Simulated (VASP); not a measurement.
# Na (Im-3m) in VASP: a series of runs

Na is run at these levels: PBEsol; tasks: single point.

All numbers are computed with VASP 6.6.1; they aren't measurements. Logs are shortened: lines on timing, memory, paths and dates and some standing lists are left out, and cuts for length are marked.

## (1) The cell of the first run

The structure is cubic, space group Im-3m (No. 229). The conventional cell has a = 4.173 Å, b = 4.173 Å, c = 4.173 Å, α = 90.00°, β = 90.00°, γ = 90.00°. Within 4.7 Å of Na (site symmetry m-3m) lie 14 Na at 3.61 to 4.17 Å.

## (2) Single point, PBEsol

The input, INCAR:

```
PREC     = Accurate       # precision mode
ENCUT    = 520            # plane-wave cutoff, eV
EDIFF    = 1E-7           # SCF threshold, eV
ISMEAR   = 0              # smearing method
SIGMA    = 0.05           # smearing width, eV
LREAL    = F              # projectors in reciprocal space
LASPH    = T              # aspherical terms in the spheres
NELM     = 60             # most SCF steps
ALGO     = Fast           # electronic algorithm
ISIF     = 2              # what is computed and relaxed
LWAVE    = F              # write WAVECAR
LCHARG   = T              # write CHGCAR
GGA      = PS             # functional
LELF     = T              # ELF
LVHAR    = T            
NBANDS   = 10             # bands
```

The input, KPOINTS:

```
regular mesh
0
Gamma
  12 12 12
```

The input, POSCAR:

```
Na
1.0
   -2.0863276357      2.0863276357      2.0863276357
    2.0863276357     -2.0863276357      2.0863276357
    2.0863276357      2.0863276357     -2.0863276357
Na
1
Direct
    0.0000000000      0.0000000000      0.0000000000
```

Potentials or basis: VASP PAW PBE potentials, release 64 (Na_pv).

Run with:

```
$ cat potpaw_PBE.64/Na_pv/POTCAR > POTCAR
$ mpirun -np 1 vasp_std > vasp.out
```

OUTCAR:

```text
PREC = Accurate
   ENCUT = 520
   EDIFF = 1E-7
   ISMEAR = 0
   LREAL = F
   LASPH = T
   NELM = 60
   ISIF = 2
   GGA = PS

 ion  position               nearest neighbor table
   1  0.000  0.000  0.000-

  LATTYP: Found a body centered cubic cell.
 ALAT       =     4.1726552714

  Lattice vectors:

 A1 = (  -2.0863276357,   2.0863276357,   2.0863276357)
 A2 = (   2.0863276357,  -2.0863276357,   2.0863276357)
 A3 = (   2.0863276357,   2.0863276357,  -2.0863276357)

Analysis of symmetry for initial positions (statically):
=====================================================================
 Subroutine PRICEL returns:
 Original cell was already a primitive cell.

 Routine SETGRP: Setting up the symmetry group for a
 body centered cubic supercell.

 Subroutine GETGRP returns: Found 48 space group operations
 (whereof 48 operations were pure point group operations)
 out of a pool of 48 trial point group operations.

The static configuration has the point symmetry O_h .

Analysis of symmetry for dynamics (positions and initial velocities):
=====================================================================
 Subroutine PRICEL returns:
 Original cell was already a primitive cell.

 Routine SETGRP: Setting up the symmetry group for a
 body centered cubic supercell.

 Subroutine GETGRP returns: Found 48 space group operations
 (whereof 48 operations were pure point group operations)
 out of a pool of 48 trial point group operations.

The dynamic configuration has the point symmetry O_h .

 Subroutine INISYM returns: Found 48 space group operations
 (whereof 48 operations are pure point group operations),
 and found     1 'primitive' translations

----------------------------------------------------------------------------------------

                                     Primitive cell

  volume of cell :      36.3252

  direct lattice vectors                    reciprocal lattice vectors
    -2.086327636  2.086327636  2.086327636     0.000000000  0.239655551  0.239655551
     2.086327636 -2.086327636  2.086327636     0.239655551  0.000000000  0.239655551
     2.086327636  2.086327636 -2.086327636     0.239655551  0.239655551  0.000000000

  length of vectors
     3.613625466  3.613625466  3.613625466     0.338924131  0.338924131  0.338924131

  position of ions in fractional coordinates (direct lattice)
     0.000000000  0.000000000  0.000000000

[... 73 lines left out ...]
   ENCUT  =  520.0 eV  38.22 Ry    6.18 a.u.   6.72  6.72  6.72*2*pi/ulx,y,z
   NELM   =     60;   NELMIN=  2; NELMDL= -5     # of ELM steps
   EDIFF  = 0.1E-06   stopping-criterion for ELM
   LREAL  =      F    real-space projection
   EDIFFG = 0.1E-05   stopping-criterion for IOM
   NSW    =      0    number of steps for IOM
   IBRION =     -1    ionic relax: 0-MD 1-quasi-New 2-CG
   NFREE  =      0    steps in history (QN), initial steepest desc. (CG)
   ISIF   =      2    stress and relaxation
   ISYM   =      2    0-nonsym 1-usesym 2-fastsym
   POTIM  = 0.5000    time-step for ionic-motion
   TEBEG  =    0.0;   TEEND  =   0.0 temperature during run
   PSTRESS=    0.0 pullay stress
   NELECT =       7.0000    total number of electrons
   NUPDOWN=      -1.0000    fix difference up-down
   EMIN   =  10.00;   EMAX   =-10.00  energy-range for DOS
   EFERMI =   0.00;   METHOD = LEGACY
   ISMEAR =     0;   SIGMA  =   0.05  broadening in eV -4-tet -1-fermi 0-gaus
   EFERMI_NEDOS =   21; number of points for ismear=-14 and -15
   IALGO  =     68    algorithm
   IMIX   =      4    mixing-type and parameters
     AMIX     =   0.40;   BMIX     =  1.00
     AMIX_MAG =   1.60;   BMIX_MAG =  1.00
  volume/ion in A,a.u.               =      36.33       245.13
  Fermi-wavevector in a.u.,A,eV,Ry     =   0.945595  1.786915 12.165639  0.894149
  Thomas-Fermi vector in A             =   2.073511
   LORBIT       =      0    0 simple, 1 ext, 2 COOP (PROOUT), +10 PAW based schemes
   GGA     = PS    functional components
   LHFCALC =     F    Hartree Fock is set to
   AEXX    =    0.0000 exact exchange contribution
   IVDW    =     0    specifies the selected vdW correction
   LEPSILON=     F    determine dielectric tensor
   LRPA    =     F    only Hartree local field effects (RPA)
 non-spin polarized calculation
 RMM-DIIS sequential band-by-band and
 Gauss-broadening in eV      SIGMA  =   0.05
  energy-cutoff  :      520.00
  volume of cell :       36.33
 maximum number of plane-waves:       992
   NGX = 13   NGY = 13   NGZ = 13

 number of electron       6.9999996 magnetization

 Free energy of the ion-electron system (eV)
  ---------------------------------------------------
  ext. energy  EPLUGINS =         0.00000000
  ---------------------------------------------------
  free energy    TOTEN  =        -1.39689248 eV

  energy without entropy =       -1.39563286  energy(sigma->0) =       -1.39626267

 E-fermi :   0.3133     XC(G=0):  -6.5549

 val. band max:        0.2898388812   @ k =  -0.3333   0.4167   0.1667
 cond. band min:       0.4025440072   @ k =   0.3333   0.1667   0.0000
 fundamental gap:      0.1127051260
 Fermi energy:         0.3132883583

 k-point     1 :       0.0000    0.0000    0.0000
  band No.  band energies     occupation
      1     -24.4065      2.00000
      2     -24.4065      2.00000
      3     -24.4065      2.00000
      4      -2.9572      2.00000
      5      12.2285      0.00000
      6      12.2285      0.00000
      7      12.2285      0.00000
      8      13.2451      0.00000
      9      13.2454      0.00000
     10      13.7965      0.00000
[... 287 lines left out ...]
 k-point    24 :       0.4167    0.0833    0.0833
  band No.  band energies     occupation
      1     -24.4426      2.00000
      2     -24.4210      2.00000
      3     -24.4089      2.00000
      4       1.3356      0.00000
      5       1.8457      0.00000
      6       6.6473      0.00000
      7       7.8178      0.00000
      8      12.2105      0.00000
      9      13.0488      0.00000
     10      16.9388      0.00000

 [... further k-points ...]
[... 5 lines left out ...]
  --------------------------------------------------------------------------------------
  -------------------------------------------------------------------------------------
  Total        0.0101660      0.0101660      0.0101660      0.0000000      0.0000000      0.0000000
  in kB        0.4483854      0.4483854      0.4483854      0.0000000      0.0000000      0.0000000
  external PRESSURE =       0.4483854 kB  Pullay stress =       0.0000000 kB

 VOLUME and BASIS-vectors are now :
 -----------------------------------------------------------------------------
  energy-cutoff  :      520.00
  volume of cell :       36.33
      direct lattice vectors                 reciprocal lattice vectors
    -2.086327636  2.086327636  2.086327636     0.000000000  0.239655551  0.239655551
     2.086327636 -2.086327636  2.086327636     0.239655551  0.000000000  0.239655551
     2.086327636  2.086327636 -2.086327636     0.239655551  0.239655551  0.000000000

 POSITION                                       TOTAL-FORCE (eV/Angst)
 -----------------------------------------------------------------------------------
      0.00000      0.00000      0.00000        -0.000000      0.000000      0.000000
 -----------------------------------------------------------------------------------
    total drift:                               -0.000000     -0.000000      0.000000

  FREE ENERGIE OF THE ION-ELECTRON SYSTEM (eV)
  ---------------------------------------------------
  free  energy   TOTEN  =        -1.3968924826 eV

  energy  without entropy=       -1.3956328613  energy(sigma->0) =       -1.39626267
```

OSZICAR:

```text
N       E                     dE             d eps       ncg     rms          rms(c)
DAV:   1     0.266878437968E+02    0.26688E+02   -0.37947E+03  1440   0.575E+02
DAV:   2    -0.840094666118E+00   -0.27528E+02   -0.27387E+02  1498   0.144E+02
DAV:   3    -0.139439973797E+01   -0.55431E+00   -0.55393E+00  1718   0.224E+01
DAV:   4    -0.139909521744E+01   -0.46955E-02   -0.46952E-02  1710   0.205E+00
DAV:   5    -0.139915568638E+01   -0.60469E-04   -0.60469E-04  1670   0.233E-01    0.238E-01
RMM:   6    -0.139743738373E+01    0.17183E-02   -0.16464E-03  1927   0.535E-01    0.143E-01
RMM:   7    -0.139692228046E+01    0.51510E-03   -0.13910E-03  1967   0.430E-01    0.453E-02
RMM:   8    -0.139688411058E+01    0.38170E-04   -0.29036E-04  1951   0.309E-01    0.274E-03
RMM:   9    -0.139689127038E+01   -0.71598E-05   -0.66912E-05  2174   0.102E-01    0.309E-03
RMM:  10    -0.139689205247E+01   -0.78209E-06   -0.10620E-05  2131   0.538E-02    0.194E-03
RMM:  11    -0.139689553969E+01   -0.34872E-05   -0.10636E-05  2008   0.414E-02    0.770E-03
RMM:  12    -0.139689251011E+01    0.30296E-05   -0.57526E-06  1953   0.402E-02    0.159E-03
RMM:  13    -0.139689248261E+01    0.27501E-07   -0.55417E-07  1369   0.128E-02
   1 F= -.13968925E+01 E0= -.13962627E+01  d E =-.125962E-02
```

stdout:

```text
POSCAR found type information on POSCAR Na
 POSCAR found :  1 types and       1 ions
 scaLAPACK will be used
 -----------------------------------------------------------------------------
|                                                                             |
|                                                                             |
|     You enforced a specific xc type in the INCAR file but a different       |
|     I HOPE YOU KNOW WHAT YOU ARE DOING!                                     |
|                                                                             |
 -----------------------------------------------------------------------------

 LDA part: xc-table for (Slater+PW92), standard interpolation
 POSCAR, INCAR and KPOINTS ok, starting setup
 FFT: planning ... GRIDC
 FFT: planning ... GRID_SOFT
 FFT: planning ... GRID
 WAVECAR not read
 entering main loop
WARNING in EDDRMM: call to ZHEGV failed, returncode =   8  4      8
```

Wall time 17 s (1 thread of Intel Xeon Platinum 8375C at 2.90GHz (Ice Lake), shared host); peak memory 0.15 GiB.

Results:

| Item | Value |
| --- | --- |
| Free energy | -1.3969 eV |
| Pressure | 0.0 GPa |

Levels at points of the mesh, in eV from the Fermi level:
| k point | band 1 | band 2 | band 3 | band 4 | band 5 | band 6 | band 7 |
| --- | --- | --- | --- | --- | --- | --- | --- |
| (0.00, 0.00, 0.00) | -24.72 | -24.72 | -24.72 | -3.27 | 11.92 | 11.92 | 11.92 |
| (0.50, 0.00, 0.00) | -24.76 | -24.73 | -24.72 | 0.80 | 1.30 | 8.34 | 9.35 |
| (0.50, 0.50, 0.50) | -24.75 | -24.75 | -24.75 | 4.60 | 4.60 | 5.01 | 5.01 |

Caveat: the PAW data sets were made with another functional, which shifts forces and pressure a little.

## (3) Single point, PBEsol

This run uses another cell than the first one, of 37.84 Å³/atom, 1.042 times its volume.

The input, INCAR:

```
ALGO     = Normal         # electronic algorithm
EDIFF    = 1E-7           # SCF threshold, eV
ENCUT    = 520            # plane-wave cutoff, eV
GGA      = PS             # functional
ISIF     = 2              # what is computed and relaxed
ISMEAR   = 0              # smearing method
LASPH    = True           # aspherical terms in the spheres
LCHARG   = False          # write CHGCAR
LREAL    = False          # projectors in reciprocal space
LWAVE    = False          # write WAVECAR
NBANDS   = 10             # bands
NELM     = 80             # most SCF steps
PREC     = Accurate       # precision mode
SIGMA    = 0.05           # smearing width, eV
```

The input, KPOINTS:

```
k-points
0
Gamma
  12 12 12
```

The input, POSCAR:

```
Na
1.0
   -2.1150000000      2.1150000000      2.1150000000
    2.1150000000     -2.1150000000      2.1150000000
    2.1150000000      2.1150000000     -2.1150000000
Na
1
Direct
    0.0000000000      0.0000000000      0.0000000000
```

Potentials or basis: VASP PAW PBE potentials, release 64 (Na_pv).

Run with:

```
$ cat potpaw_PBE.64/Na_pv/POTCAR > POTCAR
$ mpirun -np 1 vasp_std > vasp.out
```

OUTCAR:

```text
EDIFF = 1E-7
   ENCUT = 520
   GGA = PS
   ISIF = 2
   ISMEAR = 0
   LASPH = True
   LREAL = False
   NELM = 80
   PREC = Accurate

 ion  position               nearest neighbor table
   1  0.000  0.000  0.000-

  LATTYP: Found a body centered cubic cell.
 ALAT       =     4.2300000000

  Lattice vectors:

 A1 = (  -2.1150000000,   2.1150000000,   2.1150000000)
 A2 = (   2.1150000000,  -2.1150000000,   2.1150000000)
 A3 = (   2.1150000000,   2.1150000000,  -2.1150000000)

Analysis of symmetry for initial positions (statically):
=====================================================================
 Subroutine PRICEL returns:
 Original cell was already a primitive cell.

 Routine SETGRP: Setting up the symmetry group for a
 body centered cubic supercell.

 Subroutine GETGRP returns: Found 48 space group operations
 (whereof 48 operations were pure point group operations)
 out of a pool of 48 trial point group operations.

The static configuration has the point symmetry O_h .

Analysis of symmetry for dynamics (positions and initial velocities):
=====================================================================
 Subroutine PRICEL returns:
 Original cell was already a primitive cell.

 Routine SETGRP: Setting up the symmetry group for a
 body centered cubic supercell.

 Subroutine GETGRP returns: Found 48 space group operations
 (whereof 48 operations were pure point group operations)
 out of a pool of 48 trial point group operations.

The dynamic configuration has the point symmetry O_h .

 Subroutine INISYM returns: Found 48 space group operations
 (whereof 48 operations are pure point group operations),
 and found     1 'primitive' translations

----------------------------------------------------------------------------------------

                                     Primitive cell

[... 110 lines left out ...]
  Fermi-wavevector in a.u.,A,eV,Ry     =   0.932776  1.762690 11.838023  0.870070
  Thomas-Fermi vector in A             =   2.059408
   LORBIT       =      0    0 simple, 1 ext, 2 COOP (PROOUT), +10 PAW based schemes
   GGA     = PS    functional components
   LHFCALC =     F    Hartree Fock is set to
   AEXX    =    0.0000 exact exchange contribution
   IVDW    =     0    specifies the selected vdW correction
   LEPSILON=     F    determine dielectric tensor
   LRPA    =     F    only Hartree local field effects (RPA)
 non-spin polarized calculation
 Gauss-broadening in eV      SIGMA  =   0.05
  energy-cutoff  :      520.00
  volume of cell :       37.84
 maximum number of plane-waves:      1048
   NGX = 13   NGY = 13   NGZ = 13

 number of electron       7.0000011 magnetization

 Free energy of the ion-electron system (eV)
  ---------------------------------------------------
  ext. energy  EPLUGINS =         0.00000000
  ---------------------------------------------------
  free energy    TOTEN  =        -1.39546592 eV

  energy without entropy =       -1.39419811  energy(sigma->0) =       -1.39483201

 E-fermi :   0.1989     XC(G=0):  -6.4469

 val. band max:        0.1754277815   @ k =  -0.3333   0.4167   0.1667
 cond. band min:       0.2856613985   @ k =   0.3333   0.1667  -0.0000
 fundamental gap:      0.1102336170
 Fermi energy:         0.1989109298

 k-point     1 :       0.0000    0.0000    0.0000
  band No.  band energies     occupation
      1     -24.5540      2.00000
      2     -24.5540      2.00000
      3     -24.5540      2.00000
      4      -2.9862      2.00000
      5      11.8469      0.00000
      6      11.8469      0.00000
      7      11.8469      0.00000
      8      12.8392      0.00000
      9      12.8392      0.00000
     10      13.3725      0.00000
[... 287 lines left out ...]
 k-point    24 :       0.4167    0.0833    0.0833
  band No.  band energies     occupation
      1     -24.5852      2.00000
      2     -24.5667      2.00000
      3     -24.5561      2.00000
      4       1.2047      0.00000
      5       1.6808      0.00000
      6       6.3952      0.00000
      7       7.4632      0.00000
      8      11.8104      0.00000
      9      12.5893      0.00000
     10      16.4335      0.00000

 [... further k-points ...]

------------------------ aborting loop because EDIFF is reached ----------------------------------------

  FORCE on cell =-STRESS in cart. coord.  units (eV):
  Direction    XX          YY          ZZ          XY          YZ          ZX
  --------------------------------------------------------------------------------------
  -------------------------------------------------------------------------------------
  Total       -0.0721378     -0.0721378     -0.0721378      0.0000000      0.0000000     -0.0000000
  in kB       -3.0540937     -3.0540937     -3.0540937      0.0000000      0.0000000     -0.0000000
  external PRESSURE =      -3.0540937 kB  Pullay stress =       0.0000000 kB

 VOLUME and BASIS-vectors are now :
 -----------------------------------------------------------------------------
  energy-cutoff  :      520.00
  volume of cell :       37.84
      direct lattice vectors                 reciprocal lattice vectors
    -2.115000000  2.115000000  2.115000000     0.000000000  0.236406619  0.236406619
     2.115000000 -2.115000000  2.115000000     0.236406619  0.000000000  0.236406619
     2.115000000  2.115000000 -2.115000000     0.236406619  0.236406619  0.000000000

 POSITION                                       TOTAL-FORCE (eV/Angst)
 -----------------------------------------------------------------------------------
      0.00000      0.00000      0.00000         0.000000     -0.000000      0.000000
 -----------------------------------------------------------------------------------
    total drift:                               -0.000000     -0.000000     -0.000000

  FREE ENERGIE OF THE ION-ELECTRON SYSTEM (eV)
  ---------------------------------------------------
  free  energy   TOTEN  =        -1.3954659171 eV

  energy  without entropy=       -1.3941981114  energy(sigma->0) =       -1.39483201
```

stdout:

```text
POSCAR found type information on POSCAR Na
 POSCAR found :  1 types and       1 ions
 scaLAPACK will be used
 -----------------------------------------------------------------------------
|                                                                             |
|                                                                             |
|     You enforced a specific xc type in the INCAR file but a different       |
|     I HOPE YOU KNOW WHAT YOU ARE DOING!                                     |
|                                                                             |
 -----------------------------------------------------------------------------

 LDA part: xc-table for (Slater+PW92), standard interpolation
 POSCAR, INCAR and KPOINTS ok, starting setup
 FFT: planning ... GRIDC
 FFT: planning ... GRID_SOFT
 FFT: planning ... GRID
 WAVECAR not read
 entering main loop
```

It took 11 s on 1 thread of Intel Xeon Platinum 8375C at 2.90GHz (Ice Lake), shared host; peak memory 0.16 GiB.

What came out:

```
Free energy : -1.3955 eV
Pressure    : -0.3 GPa
```

Caveat: the PAW data sets were made with another functional, which shifts forces and pressure a little.

[end of part 1 of 2]
